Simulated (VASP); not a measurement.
A run of VASP 6.6.1 is set up as follows.

POSCAR

```
TiB2
1.0
    3.0449328300      0.0000000000      0.0000000000
   -1.5224664100      2.6369891800      0.0000000000
    0.0000000000      0.0000000000      3.2456982000
Ti B
1 2
Direct
    0.0000000000      0.0000000000      0.0000000000
    0.3333333300      0.6666666700      0.5000000000
    0.6666666700      0.3333333300      0.5000000000
```

File INCAR.step1:

```
SYSTEM = TiB2
PREC = Accurate
ENCUT = 500
ISMEAR = -1
SIGMA = 0.1
LREAL = .FALSE.
LASPH = .TRUE.
NELM = 120
GGA = PE
ALGO = Normal
EDIFF = 1E-5
LWAVE = .TRUE.
LCHARG = .FALSE.
GGA_COMPAT = .FALSE.
IBRION = 2
EDIFFG = -0.01
NELMIN = 4
NSW = 100
```

File INCAR.step2:

```
SYSTEM = TiB2
PREC = Accurate
ENCUT = 500
EDIFF = 1E-7
ISMEAR = -1
SIGMA = 0.1
LREAL = .FALSE.
LASPH = .TRUE.
NELM = 120
ALGO = Normal
ISIF = 2
LWAVE = .FALSE.
LCHARG = .FALSE.
METAGGA = R2SCAN
LMIXTAU = .TRUE.
IBRION = 2
NSW = 50
EDIFFG = -0.01
ISTART = 1
GGA_COMPAT = .FALSE.
NELMIN = 4
```

File KPOINTS:

```
regular mesh
0
G
  13 13 10
  0 0 0
```

Potentials or basis: VASP PAW PBE potentials, release 64 (Ti_sv, B).

Run with:

```console
$ cat potpaw_PBE.64/Ti_sv/POTCAR potpaw_PBE.64/B/POTCAR > POTCAR
$ cp INCAR.step1 INCAR
$ mpirun -np 1 vasp_std > vasp.out
$ cp INCAR.step2 INCAR
$ mpirun -np 1 vasp_std > vasp.out
```

**Question.** What does it give for the band gap on the k mesh?

**Answer.** Zero (bands 9 and 10 overlap by 0.54 eV).

Final structure:
```yaml
crystal:
  lattice:
    - [3.04493, 0.00000, 0.00000]
    - [-1.52247, 2.63699, 0.00000]
    - [0.00000, 0.00000, 3.24570]
  atoms:
    - { symbol: Ti, position: [0.00000, 0.00000, 0.00000] }
    - { symbol: B, position: [0.33333, 0.66667, 0.50000] }
    - { symbol: B, position: [0.66667, 0.33333, 0.50000] }
```

Caveat: the relaxation stopped at its first step, so nothing moved.
